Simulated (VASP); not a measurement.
# Na in VASP: a series of runs

The runs below take Na through single point, with PBEsol, LDA.

Program: VASP 6.6.1. These are calculated values, not measurements. Logs are shortened: lines on timing, memory, paths and dates and some standing lists are left out, and cuts for length are marked.

## Step 1: The cell of the first run

The typed cell holds 4 atoms: a = 3.700 Å, b = 3.700 Å, c = 12.537 Å, α = 90.00°, β = 90.00°, γ = 120.00°.

## Step 2: Single point, PBEsol (atoms moved at random)

File INCAR:

```
SYSTEM = Na
PREC     = Accurate       ! precision mode
ENCUT    = 520            ! plane-wave cutoff, eV
EDIFF    = 1E-6           ! SCF threshold, eV
ISMEAR   = -1             ! smearing method
SIGMA    = 0.05           ! smearing width, eV
LREAL    = .FALSE.        ! projectors in reciprocal space
LASPH    = .TRUE.         ! aspherical terms in the spheres
NELM     = 60             ! most SCF steps
ALGO     = Fast           ! electronic algorithm
ISIF     = 2              ! what is computed and relaxed
LWAVE    = .FALSE.        ! write WAVECAR
LCHARG   = .FALSE.        ! write CHGCAR
GGA      = PS             ! functional
NBANDS   = 22             ! bands
```

File KPOINTS:

```
regular mesh
0
G
  8 8 3
  0 0 0
```

File POSCAR:

```
Na
1.0
    3.7003831212      0.0000000000      0.0000000000
   -1.8501915606      3.2046257867      0.0000000000
    0.0000000000      0.0000000000     12.5373215400
Na
4
Direct
    0.6768420000      0.3524780000      0.7532030000
    0.0055760000     -0.0011080000      0.4996050000
    0.3357360000      0.6779980000      0.2513620000
    0.0053630000     -0.0065800000      0.0013610000
```

Potentials or basis: VASP PAW PBE potentials, release 64 (Na_pv).

Started as:

```sh
> cat potpaw_PBE.64/Na_pv/POTCAR > POTCAR
> mpirun -np 1 vasp_std > vasp.out
```

OUTCAR:

```text
SYSTEM = Na
   PREC = Accurate
   ENCUT = 520
   EDIFF = 1E-6
   ISMEAR = -1
   LREAL = .FALSE.
   LASPH = .TRUE.
   NELM = 60
   ISIF = 2
   GGA = PS

 ion  position               nearest neighbor table
   1  0.677  0.352  0.753-
   2  0.006  0.999  0.500-
   3  0.336  0.678  0.251-
   4  0.005  0.993  0.001-

  LATTYP: Found a hexagonal cell.
 ALAT       =     3.7003831212
 C/A-ratio  =     3.3881144545

  Lattice vectors:

 A1 = (   3.7003831212,   0.0000000000,   0.0000000000)
 A2 = (  -1.8501915606,   3.2046257867,   0.0000000000)
 A3 = (   0.0000000000,   0.0000000000,  12.5373215400)

Analysis of symmetry for initial positions (statically):
=====================================================================
 Subroutine PRICEL returns:
 Original cell was already a primitive cell.

 Routine SETGRP: Setting up the symmetry group for a
 hexagonal supercell.

 Subroutine GETGRP returns: Found  1 space group operations
 (whereof  1 operations were pure point group operations)
 out of a pool of 24 trial point group operations.

The static configuration has the point symmetry C_1 .

Analysis of symmetry for dynamics (positions and initial velocities):
=====================================================================
 Subroutine PRICEL returns:
 Original cell was already a primitive cell.

 Routine SETGRP: Setting up the symmetry group for a
 hexagonal supercell.

 Subroutine GETGRP returns: Found  1 space group operations
 (whereof  1 operations were pure point group operations)
 out of a pool of 24 trial point group operations.

The dynamic configuration has the point symmetry C_1 .

 Subroutine INISYM returns: Found  1 space group operations
 (whereof  1 operations are pure point group operations),
 and found     1 'primitive' translations

----------------------------------------------------------------------------------------

                                     Primitive cell

  volume of cell :     148.6719

  direct lattice vectors                    reciprocal lattice vectors
     3.700383121  0.000000000  0.000000000     0.270242288  0.156024458  0.000000000
    -1.850191561  3.204625787  0.000000000     0.000000000  0.312048915  0.000000000
     0.000000000  0.000000000 12.537321540     0.000000000  0.000000000  0.079761853
[... 84 lines left out ...]
   LSORBIT =      F    spin-orbit coupling
   LASPH  =      T    aspherical Exc in radial PAW
   ENCUT  =  520.0 eV  38.22 Ry    6.18 a.u.   6.88  6.88 23.31*2*pi/ulx,y,z
   NELM   =     60;   NELMIN=  2; NELMDL= -5     # of ELM steps
   EDIFF  = 0.1E-05   stopping-criterion for ELM
   LREAL  =      F    real-space projection
   EDIFFG = 0.1E-04   stopping-criterion for IOM
   NSW    =      0    number of steps for IOM
   IBRION =     -1    ionic relax: 0-MD 1-quasi-New 2-CG
   NFREE  =      0    steps in history (QN), initial steepest desc. (CG)
   ISIF   =      2    stress and relaxation
   ISYM   =      2    0-nonsym 1-usesym 2-fastsym
   POTIM  = 0.5000    time-step for ionic-motion
   TEBEG  =    0.0;   TEEND  =   0.0 temperature during run
   PSTRESS=    0.0 pullay stress
   NELECT =      28.0000    total number of electrons
   NUPDOWN=      -1.0000    fix difference up-down
   EMIN   =  10.00;   EMAX   =-10.00  energy-range for DOS
   EFERMI =   0.00;   METHOD = LEGACY
   ISMEAR =    -1;   SIGMA  =   0.05  broadening in eV -4-tet -1-fermi 0-gaus
   EFERMI_NEDOS =   21; number of points for ismear=-14 and -15
   IALGO  =     68    algorithm
   IMIX   =      4    mixing-type and parameters
     AMIX     =   0.40;   BMIX     =  1.00
     AMIX_MAG =   1.60;   BMIX_MAG =  1.00
  volume/ion in A,a.u.               =      37.17       250.82
  Fermi-wavevector in a.u.,A,eV,Ry     =   0.938393  1.773305 11.981028  0.880581
  Thomas-Fermi vector in A             =   2.065600
   LORBIT       =      0    0 simple, 1 ext, 2 COOP (PROOUT), +10 PAW based schemes
   GGA     = PS    functional components
   LHFCALC =     F    Hartree Fock is set to
   AEXX    =    0.0000 exact exchange contribution
   IVDW    =     0    specifies the selected vdW correction
   LEPSILON=     F    determine dielectric tensor
   LRPA    =     F    only Hartree local field effects (RPA)
 non-spin polarized calculation
 RMM-DIIS sequential band-by-band and
  energy-cutoff  :      520.00
  volume of cell :      148.67
 maximum number of plane-waves:      4022
   NGX = 13   NGY = 13   NGZ = 47

 number of electron      28.0000005 magnetization

 Free energy of the ion-electron system (eV)
  ---------------------------------------------------
  ext. energy  EPLUGINS =         0.00000000
  ---------------------------------------------------
  free energy    TOTEN  =        -5.58417293 eV

  energy without entropy =       -5.56602977  energy(sigma->0) =       -5.57510135

 E-fermi :   0.2859     XC(G=0):  -6.4937

 val. band max:        0.2045191956   @ k =   0.5000  -0.2500   0.3333
 cond. band min:       0.3335977531   @ k =  -0.1250   0.3750   0.3333
 fundamental gap:      0.1290785574
 Fermi energy:         0.2858760009

 k-point     1 :       0.0000    0.0000    0.0000
  band No.  band energies     occupation
      1     -24.5196      2.00000
      2     -24.5049      2.00000
      3     -24.5003      2.00000
      4     -24.4954      2.00000
      5     -24.4948      2.00000
      6     -24.4934      2.00000
[... 589 lines left out ...]
     21       5.0915      0.00000
     22       5.1567      0.00000

 [... further k-points ...]

------------------------ aborting loop because EDIFF is reached ----------------------------------------

  FORCE on cell =-STRESS in cart. coord.  units (eV):
  Direction    XX          YY          ZZ          XY          YZ          ZX
  --------------------------------------------------------------------------------------
  -------------------------------------------------------------------------------------
  Total        0.1519184      0.1655798     -0.7252517     -0.0041713      0.0018962      0.0004611
  in kB        1.6371644      1.7843872     -7.8157483     -0.0449526      0.0204347      0.0049690
  external PRESSURE =      -1.4647322 kB  Pullay stress =       0.0000000 kB

 VOLUME and BASIS-vectors are now :
 -----------------------------------------------------------------------------
  energy-cutoff  :      520.00
  volume of cell :      148.67
      direct lattice vectors                 reciprocal lattice vectors
     3.700383121  0.000000000  0.000000000     0.270242288  0.156024458  0.000000000
    -1.850191561  3.204625787  0.000000000     0.000000000  0.312048915  0.000000000
     0.000000000  0.000000000 12.537321540     0.000000000  0.000000000  0.079761853

 POSITION                                       TOTAL-FORCE (eV/Angst)
 -----------------------------------------------------------------------------------
      1.85242      1.12956      9.44315         0.002314     -0.007832     -0.020204
     -1.82751      3.20108      6.26371        -0.003375      0.005415      0.020963
     -0.01207      2.17273      3.15141         0.005470     -0.005379     -0.008831
     -1.81817      3.18354      0.01706        -0.004409      0.007795      0.008072
 -----------------------------------------------------------------------------------
    total drift:                               -0.000282      0.001036     -0.000975

  FREE ENERGIE OF THE ION-ELECTRON SYSTEM (eV)
  ---------------------------------------------------
  free  energy   TOTEN  =        -5.5841729312 eV

  energy  without entropy=       -5.5660297739  energy(sigma->0) =       -5.57510135
```

OSZICAR:

```text
N       E                     dE             d eps       ncg     rms          rms(c)
DAV:   1     0.235256001512E+03    0.23526E+03   -0.14708E+04  4344   0.125E+03
DAV:   2     0.695296135137E+01   -0.22830E+03   -0.22372E+03  4372   0.356E+02
DAV:   3    -0.537354778688E+01   -0.12327E+02   -0.12234E+02  5304   0.105E+02
DAV:   4    -0.558800273012E+01   -0.21445E+00   -0.21439E+00  4762   0.140E+01
DAV:   5    -0.559312552676E+01   -0.51228E-02   -0.51227E-02  5128   0.237E+00    0.467E-01
RMM:   6    -0.558636655682E+01    0.67590E-02   -0.98764E-03  5334   0.116E+00    0.283E-01
RMM:   7    -0.558424224611E+01    0.21243E-02   -0.68100E-03  5390   0.849E-01    0.107E-01
RMM:   8    -0.558416961587E+01    0.72630E-04   -0.14611E-03  5021   0.476E-01    0.306E-02
RMM:   9    -0.558417073727E+01   -0.11214E-05   -0.16099E-04  5873   0.152E-01    0.685E-03
RMM:  10    -0.558417208472E+01   -0.13474E-05   -0.27312E-05  5574   0.803E-02    0.376E-03
RMM:  11    -0.558417240852E+01   -0.32380E-06   -0.11524E-05  5546   0.389E-02    0.672E-04
RMM:  12    -0.558417293122E+01   -0.52270E-06   -0.50372E-06  3928   0.269E-02
   1 F= -.55841729E+01 E0= -.55751014E+01  d E =-.181432E-01
```

It took 8.8 min on 1 thread of AMD EPYC 7R13, shared host; peak memory 0.35 GiB.

Results:

```yaml
Free_energy: -5.5842 eV
Pressure: -0.1 GPa
Largest_force: 0.022 eV/Å
Band_gap_on_the_k_mesh: zero (band 14 reaches 1.44 eV, above the bottom of band 15 at -1.98 eV)
```

Forces in eV/Å, atoms in the order of the input:
```
Na   0.002 -0.008 -0.020
Na  -0.003  0.005  0.021
Na   0.005 -0.005 -0.009
Na  -0.004  0.008  0.008
```

Stress tensor (GPa, compression positive):
```
 0.16  0.00  0.00
 0.00  0.18  0.00
 0.00  0.00 -0.78
```

Levels at points of the mesh, in eV from the Fermi level:
| k point | band 10 | band 11 | band 12 | band 13 | band 14 | band 15 | band 16 | band 17 | band 18 | band 19 |
| --- | --- | --- | --- | --- | --- | --- | --- | --- | --- | --- |
| (0.00, 0.00, 0.00) | -24.77 | -24.77 | -24.77 | -3.26 | -2.29 | -2.27 | 0.40 | 0.76 | 5.13 | 5.13 |
| (0.50, 0.00, 0.00) | -24.78 | -24.77 | -24.77 | 0.35 | 0.42 | 1.10 | 1.19 | 1.50 | 1.59 | 3.79 |
| (0.00, 0.50, 0.00) | -24.78 | -24.77 | -24.77 | 0.35 | 0.42 | 1.10 | 1.18 | 1.51 | 1.59 | 3.79 |
| (0.50, 0.50, 0.00) | -24.78 | -24.77 | -24.77 | 0.35 | 0.42 | 1.10 | 1.19 | 1.51 | 1.59 | 3.79 |

Caveat: the cell differs from its parent crystal (atoms moved at random); the PAW data sets were made with another functional, which shifts forces and pressure a little.

## Step 3: Single point, LDA

This run uses another cell than the first one, of 34.94 Å³/atom, 0.940 times its volume.

File INCAR:

```
PREC = Accurate ; ENCUT = 520
EDIFF = 1E-7 ; ISMEAR = -1
SIGMA = 0.05 ; LREAL = F
LASPH = T ; NELM = 80
ALGO = Fast ; ISIF = 2
LWAVE = F ; LCHARG = T
LELF = T ; LVHAR = T
NBANDS = 22
```

File KPOINTS:

```
regular mesh
0
Gamma
  8 8 3
```

File POSCAR:

```
Na
1.0
    3.6248439025      0.0000000000      0.0000000000
   -1.8124219512      3.1392069043      0.0000000000
    0.0000000000      0.0000000000     12.2813860211
Na
4
Direct
    0.6666666667      0.3333333333      0.7500000000
    0.0000000000      0.0000000000      0.5000000000
    0.3333333333      0.6666666667      0.2500000000
    0.0000000000      0.0000000000      0.0000000000
```

Potentials or basis: VASP PAW LDA potentials, release 64 (Na_pv).

Started as:

```sh
> cat potpaw_LDA.64/Na_pv/POTCAR > POTCAR
> mpirun -np 1 vasp_std > vasp.out
```

Wall time 37 s (1 thread of Intel Xeon 6975P-C (Granite Rapids), shared host); peak memory 0.21 GiB.

Results (log left out):

```yaml
Free_energy: -5.7981 eV
Pressure: -0.4 GPa
Band_gap_on_the_k_mesh: zero (band 14 reaches 1.52 eV, above the bottom of band 15 at -2.06 eV)
```

Stress tensor (GPa, compression positive):
```
-0.07  0.00  0.00
 0.00 -0.07  0.00
 0.00  0.00 -1.12
```

Levels at points of the mesh, in eV from the Fermi level:
```tsv
k point	band 12	band 13	band 14	band 15	band 16	band 17
(0.00, 0.00, 0.00)	-24.88	-3.40	-2.38	-2.37	0.44	0.76
(0.50, 0.00, 0.00)	-24.89	0.37	0.43	1.15	1.24	1.55
```
